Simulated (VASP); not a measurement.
# LiF (P6_3mc) in VASP: further runs

Runs on LiF. Level: LDA. Tasks: single point.

Everything below comes from runs of VASP 6.6.1. Logs are shortened: lines on timing, memory, paths and dates and some standing lists are left out, and cuts for length are marked.

## Step 1: The cell of the first run

Symmetry: P6_3mc, No. 186, hexagonal system. The conventional cell has a = 3.030 Å, b = 3.030 Å, c = 4.659 Å, α = 90.00°, β = 90.00°, γ = 120.00°. Within 2.4 Å of Li (site symmetry 3m) lie 4 F at 1.81 to 1.87 Å. F (site symmetry 3m) has 4 Li at 1.81 to 1.87 Å within 2.4 Å.

## Step 2: Single point, LDA

INCAR reads:

```
PREC     = Accurate       # precision mode
ENCUT    = 520            # plane-wave cutoff, eV
EDIFF    = 1E-7           # SCF threshold, eV
ISMEAR   = 0              # smearing method
SIGMA    = 0.05           # smearing width, eV
LREAL    = F              # projectors in reciprocal space
LASPH    = T              # aspherical terms in the spheres
NELM     = 60             # most SCF steps
ALGO     = Normal         # electronic algorithm
ISIF     = 2              # what is computed and relaxed
LWAVE    = F              # write WAVECAR
LCHARG   = F              # write CHGCAR
GGA      = CA             # functional
NBANDS   = 18             # bands
```

KPOINTS reads:

```
regular mesh
0
Gamma
  9 9 6
```

POSCAR reads:

```
LiF
1.0
    3.0300909680      0.0000000000      0.0000000000
   -1.5150454840      2.6241357541      0.0000000000
    0.0000000000      0.0000000000      4.6590208518
Li F
2 2
Direct
    0.3333333333      0.6666666667      0.3933365971
    0.6666666667      0.3333333333      0.8933365971
    0.3333333333      0.6666666667      0.9910195924
    0.6666666667      0.3333333333      0.4910195924
```

Potentials or basis: VASP PAW LDA potentials, release 64 (Li_sv, F).

On the command line:

```sh
$ cat potpaw_LDA.64/Li_sv/POTCAR potpaw_LDA.64/F/POTCAR > POTCAR
$ mpirun -np 1 vasp_std > vasp.out
```

OUTCAR:

```text
PREC = Accurate
   ENCUT = 520
   EDIFF = 1E-7
   ISMEAR = 0
   LREAL = F
   LASPH = T
   NELM = 60
   ISIF = 2
   GGA = CA

 ion  position               nearest neighbor table
   1  0.333  0.667  0.393-   4 1.81   4 1.81   4 1.81   3 1.87
   2  0.667  0.333  0.893-   3 1.81   3 1.81   3 1.81   4 1.87
   3  0.333  0.667  0.991-   2 1.81   2 1.81   2 1.81   1 1.87
   4  0.667  0.333  0.491-   1 1.81   1 1.81   1 1.81   2 1.87

  LATTYP: Found a hexagonal cell.
 ALAT       =     3.0300909680
 C/A-ratio  =     1.5375844821

  Lattice vectors:

 A1 = (   3.0300909680,   0.0000000000,   0.0000000000)
 A2 = (  -1.5150454840,   2.6241357541,   0.0000000000)
 A3 = (   0.0000000000,   0.0000000000,   4.6590208518)

Analysis of symmetry for initial positions (statically):
=====================================================================
 Subroutine PRICEL returns:
 Original cell was already a primitive cell.

 Routine SETGRP: Setting up the symmetry group for a
 hexagonal supercell.

 Subroutine GETGRP returns: Found 12 space group operations
 (whereof  6 operations were pure point group operations)
 out of a pool of 24 trial point group operations.

The static configuration has the point symmetry C_3v.
 The point group associated with its full space group is C_6v.

Analysis of symmetry for dynamics (positions and initial velocities):
=====================================================================
 Subroutine PRICEL returns:
 Original cell was already a primitive cell.

 Routine SETGRP: Setting up the symmetry group for a
 hexagonal supercell.

 Subroutine GETGRP returns: Found 12 space group operations
 (whereof  6 operations were pure point group operations)
 out of a pool of 24 trial point group operations.

The dynamic configuration has the point symmetry C_3v.
 The point group associated with its full space group is C_6v.

 Subroutine INISYM returns: Found 12 space group operations
 (whereof  6 operations are pure point group operations),
 and found     1 'primitive' translations

----------------------------------------------------------------------------------------

                                     Primitive cell

  volume of cell :      37.0456

  direct lattice vectors                    reciprocal lattice vectors
     3.030090968  0.000000000  0.000000000     0.330023095  0.190538923  0.000000000
    -1.515045484  2.624135754  0.000000000     0.000000000  0.381077846  0.000000000
     0.000000000  0.000000000  4.659020852     0.000000000  0.000000000  0.214637374

  length of vectors
     3.030090968  3.030090968  4.659020852     0.381077846  0.381077846  0.214637374

  position of ions in fractional coordinates (direct lattice)
     0.333333333  0.666666667  0.393336597
     0.666666667  0.333333333  0.893336597
     0.333333333  0.666666667  0.991019592
     0.666666667  0.333333333  0.491019592

  ion indices of the primitive-cell ions
   primitive index   ion index
                 1           1
                 2           2
                 3           3
                 4           4

----------------------------------------------------------------------------------------

 KPOINTS: regular mesh

Automatic generation of k-mesh.
 Grid dimensions read from file:
 generate k-points for:    9    9    6

 Generating k-lattice:

  Cartesian coordinates                     Fractional coordinates (reciprocal lattice)
     0.036669233  0.021170991  0.000000000     0.111111111  0.000000000  0.000000000
     0.000000000  0.042341983  0.000000000     0.000000000  0.111111111  0.000000000
     0.000000000  0.000000000  0.035772896     0.000000000  0.000000000  0.166666667

  Length of vectors
     0.042341983  0.042341983  0.035772896

  Shift w.r.t. Gamma in fractional coordinates (k-lattice)
     0.000000000  0.000000000  0.000000000

 Subroutine IBZKPT returns following result:
 ===========================================

 Found     48 irreducible k-points:

 Following reciprocal coordinates:
            Coordinates               Weight
  0.000000  0.000000  0.000000      1.000000
  0.111111  0.000000  0.000000      6.000000
  0.222222  0.000000  0.000000      6.000000
  0.333333  0.000000  0.000000      6.000000
  0.444444  0.000000  0.000000      6.000000
  0.111111  0.111111  0.000000      6.000000
[... 16 lines left out ...]
  0.333333  0.222222  0.166667     24.000000
  0.333333  0.333333  0.166667      4.000000
 [... further k-points ...]
   k-points           NKPTS =     48   k-points in BZ     NKDIM =     48   number of bands    NBANDS=     18
   number of dos      NEDOS =    301   number of ions     NIONS =      4
   total plane-waves  NPLWV =  20736
   dimension x,y,z NGX =    24 NGY =   24 NGZ =   36
   dimension x,y,z NGXF=    48 NGYF=   48 NGZF=   72
   ions per type =               2   2
   NGX,Y,Z   is equivalent  to a cutoff of  13.17, 13.17, 12.85 a.u.
   NGXF,Y,Z  is equivalent  to a cutoff of  26.34, 26.34, 25.69 a.u.
 SYSTEM =  unknown system
   PREC   = accura    normal or accurate (medium, high low for compatibility)
   ISTART =      0    job   : 0-new  1-cont  2-samecut
   ICHARG =      2    charge: 1-file 2-atom 10-const
   ISPIN  =      1    spin polarized calculation?
   LNONCOLLINEAR =      F non collinear calculations
   LSORBIT =      F    spin-orbit coupling
   LASPH  =      T    aspherical Exc in radial PAW
   ENCUT  =  520.0 eV  38.22 Ry    6.18 a.u.   5.63  5.63  8.66*2*pi/ulx,y,z
   NELM   =     60;   NELMIN=  2; NELMDL= -5     # of ELM steps
   EDIFF  = 0.1E-06   stopping-criterion for ELM
   LREAL  =      F    real-space projection
   EDIFFG = 0.1E-05   stopping-criterion for IOM
   NSW    =      0    number of steps for IOM
   IBRION =     -1    ionic relax: 0-MD 1-quasi-New 2-CG
   NFREE  =      0    steps in history (QN), initial steepest desc. (CG)
   ISIF   =      2    stress and relaxation
   ISYM   =      2    0-nonsym 1-usesym 2-fastsym
   POTIM  = 0.5000    time-step for ionic-motion
   TEBEG  =    0.0;   TEEND  =   0.0 temperature during run
   PSTRESS=    0.0 pullay stress
   NELECT =      20.0000    total number of electrons
   NUPDOWN=      -1.0000    fix difference up-down
   EMIN   =  10.00;   EMAX   =-10.00  energy-range for DOS
   EFERMI =   0.00;   METHOD = LEGACY
   ISMEAR =     0;   SIGMA  =   0.05  broadening in eV -4-tet -1-fermi 0-gaus
   EFERMI_NEDOS =   21; number of points for ismear=-14 and -15
   IALGO  =     38    algorithm
   IMIX   =      4    mixing-type and parameters
     AMIX     =   0.40;   BMIX     =  1.00
     AMIX_MAG =   1.60;   BMIX_MAG =  1.00
  volume/ion in A,a.u.               =       9.26        62.50
  Fermi-wavevector in a.u.,A,eV,Ry     =   1.333028  2.519058 24.177060  1.776964
  Thomas-Fermi vector in A             =   2.461918
   LORBIT       =      0    0 simple, 1 ext, 2 COOP (PROOUT), +10 PAW based schemes
   GGA     = CA    functional components
   LHFCALC =     F    Hartree Fock is set to
   AEXX    =    0.0000 exact exchange contribution
   IVDW    =     0    specifies the selected vdW correction
   LEPSILON=     F    determine dielectric tensor
   LRPA    =     F    only Hartree local field effects (RPA)
 non-spin polarized calculation
 Gauss-broadening in eV      SIGMA  =   0.05
  energy-cutoff  :      520.00
  volume of cell :       37.05
 maximum number of plane-waves:      1015
 NGX is ok and might be reduce to    24
   NGX = 11   NGY = 11   NGZ = 17

 number of electron      20.0000000 magnetization

 Free energy of the ion-electron system (eV)
  ---------------------------------------------------
  ext. energy  EPLUGINS =         0.00000000
  ---------------------------------------------------
  free energy    TOTEN  =       -20.80409572 eV

  energy without entropy =      -20.80409572  energy(sigma->0) =      -20.80409572

 E-fermi :  -1.9572     XC(G=0):  -9.8699

 val. band max:       -2.3254986468   @ k =   0.0000   0.0000   0.0000
 cond. band min:       5.4447365443   @ k =   0.0000   0.0000   0.0000
 fundamental gap:      7.7702351911
 Fermi energy:        -1.9571533222

 k-point     1 :       0.0000    0.0000    0.0000
  band No.  band energies     occupation
      1     -41.5767      2.00000
      2     -41.5108      2.00000
      3     -21.5624      2.00000
      4     -21.2311      2.00000
      5      -4.9455      2.00000
      6      -3.0213      2.00000
[... 10 lines left out ...]
     17      17.1972      0.00000
     18      18.4487      0.00000

 k-point     2 :       0.1111    0.0000    0.0000
  band No.  band energies     occupation
      1     -41.5708      2.00000
      2     -41.5086      2.00000
      3     -21.5466      2.00000
      4     -21.2335      2.00000
      5      -4.8692      2.00000
      6      -3.1558      2.00000
[... 10 lines left out ...]
     17      17.4409      0.00000
     18      18.2562      0.00000

 k-point     3 :       0.2222    0.0000    0.0000
  band No.  band energies     occupation
      1     -41.5551      2.00000
      2     -41.5031      2.00000
      3     -21.5025      2.00000
      4     -21.2403      2.00000
      5      -4.6695      2.00000
      6      -3.5453      2.00000
[... 10 lines left out ...]
     17      17.6895      0.00000
     18      17.8631      0.00000

 k-point     4 :       0.3333    0.0000    0.0000
  band No.  band energies     occupation
      1     -41.5358      2.00000
      2     -41.4983      2.00000
      3     -21.4423      2.00000
      4     -21.2561      2.00000
      5      -4.5224      2.00000
      6      -3.8698      2.00000
[... 375 lines left out ...]
      4     -21.2772      2.00000
      5      -4.3912      2.00000
      6      -4.2299      2.00000
[... 10 lines left out ...]
     17      17.5202      0.00000
     18      18.8348      0.00000

 k-point    23 :       0.3333    0.2222    0.1667
  band No.  band energies     occupation
      1     -41.5120      2.00000
      2     -41.4993      2.00000
      3     -21.3582      2.00000
      4     -21.2975      2.00000
      5      -4.6753      2.00000
      6      -3.9859      2.00000
[... 10 lines left out ...]
     17      16.8542      0.00000
     18      19.1035      0.00000

 k-point    24 :       0.3333    0.3333    0.1667
  band No.  band energies     occupation
      1     -41.5036      2.00000
      2     -41.5036      2.00000
      3     -21.3233      2.00000
      4     -21.3233      2.00000
      5      -4.7631      2.00000
      6      -3.7533      2.00000
[... 10 lines left out ...]
     17      16.2962      0.00000
     18      19.2106      0.00000

 [... further k-points ...]

------------------------ aborting loop because EDIFF is reached ----------------------------------------

  FORCE on cell =-STRESS in cart. coord.  units (eV):
  Direction    XX          YY          ZZ          XY          YZ          ZX
  --------------------------------------------------------------------------------------
  -------------------------------------------------------------------------------------
  Total        0.1389472      0.1389472     -0.4371257      0.0000000     -0.0000000     -0.0000000
  in kB        6.0092995      6.0092995    -18.9051567      0.0000000     -0.0000000     -0.0000000
  external PRESSURE =      -2.2955193 kB  Pullay stress =       0.0000000 kB

 VOLUME and BASIS-vectors are now :
 -----------------------------------------------------------------------------
  energy-cutoff  :      520.00
  volume of cell :       37.05
      direct lattice vectors                 reciprocal lattice vectors
     3.030090968  0.000000000  0.000000000     0.330023095  0.190538923  0.000000000
    -1.515045484  2.624135754  0.000000000     0.000000000  0.381077846  0.000000000
     0.000000000  0.000000000  4.659020852     0.000000000  0.000000000  0.214637374

 POSITION                                       TOTAL-FORCE (eV/Angst)
 -----------------------------------------------------------------------------------
     -0.00000      1.74942      1.83256        -0.000000      0.000000     -0.128763
      1.51505      0.87471      4.16207         0.000000      0.000000     -0.128763
     -0.00000      1.74942      4.61718        -0.000000      0.000000      0.128763
      1.51505      0.87471      2.28767         0.000000     -0.000000      0.128763
 -----------------------------------------------------------------------------------
    total drift:                               -0.000000     -0.000001     -0.000980

  FREE ENERGIE OF THE ION-ELECTRON SYSTEM (eV)
  ---------------------------------------------------
  free  energy   TOTEN  =       -20.8040957219 eV

  energy  without entropy=      -20.8040957219  energy(sigma->0) =      -20.80409572
```

Wall time 31 s (1 thread of Intel Xeon 8259CL, shared host); peak memory 0.15 GiB.

Results:

```
Free energy            : -20.8041 eV
Largest force          : 0.129 eV/Å
Band gap on the k mesh : 7.77 eV
```

Forces in eV/Å, atoms in the order of the input:
```
Li   0.000  0.000 -0.129
Li   0.000  0.000 -0.129
F    0.000  0.000  0.129
F    0.000  0.000  0.129
```

Levels at points of the mesh, in eV from the valence-band top:
```csv
k point,band 7,band 8,band 9,band 10,band 11,band 12,band 13,band 14
"(0.00, 0.00, 0.00)",-0.70,-0.31,-0.31,0.00,7.77,12.20,15.66,18.32
"(0.00, 0.00, 0.50)",-0.50,-0.50,-0.50,-0.50,9.57,9.57,17.79,17.79
```

Caveat: the cutoff is under 1.25 times the usual one of these potentials, so pressure, stress and relaxed cells hold a basis-set (Pulay) error; an odd mesh through Γ misses points on the zone boundary, where band edges can lie.

## Step 3: Single point, LDA

INCAR reads:

```
ALGO = Normal
EDIFF = 1E-6
ENCUT = 520
ISIF = 2
ISMEAR = 0
LASPH = True
LCHARG = True
LELF = True
LREAL = False
LVHAR = True
LWAVE = False
NBANDS = 18
NELM = 60
PREC = Accurate
SIGMA = 0.05
```

KPOINTS reads:

```
k-points
0
Gamma
  9 9 6
```

Edit POSCAR of step 2 so:

```diff
@@ -8,4 +8,4 @@
 Direct
-    0.3333333333      0.6666666667      0.3933365971
-    0.6666666667      0.3333333333      0.8933365971
+    0.3333333333      0.6666666667      0.3746202181
+    0.6666666667      0.3333333333      0.8746202181
     0.3333333333      0.6666666667      0.9910195924
```

Potentials or basis: VASP PAW LDA potentials, release 64 (Li_sv, F).

On the command line:

```sh
$ cat potpaw_LDA.64/Li_sv/POTCAR potpaw_LDA.64/F/POTCAR > POTCAR
$ mpirun -np 1 vasp_std > vasp.out
```

It took 28 s on 1 thread of Intel Xeon 8259CL, shared host; peak memory 0.14 GiB.

The run converged. Its results:

- Free energy: -20.8025 eV
- Largest force: 0.180 eV/Å
- Band gap on the k mesh: 7.87 eV

Forces in eV/Å, atoms in the order of the input:
```
Li   0.000  0.000  0.180
Li   0.000  0.000  0.180
F    0.000  0.000 -0.180
F    0.000  0.000 -0.180
```

Levels at points of the mesh, in eV from the valence-band top:
| k point | band 8 | band 9 | band 10 | band 11 | band 12 | band 13 |
| --- | --- | --- | --- | --- | --- | --- |
| (0.00, 0.00, 0.00) | -0.16 | -0.16 | 0.00 | 7.87 | 12.26 | 15.72 |
| (0.00, 0.00, 0.50) | -0.36 | -0.36 | -0.36 | 9.60 | 9.60 | 18.02 |

Caveat: the cutoff is under 1.25 times the usual one of these potentials, so pressure, stress and relaxed cells hold a basis-set (Pulay) error; an odd mesh through Γ misses points on the zone boundary, where band edges can lie.
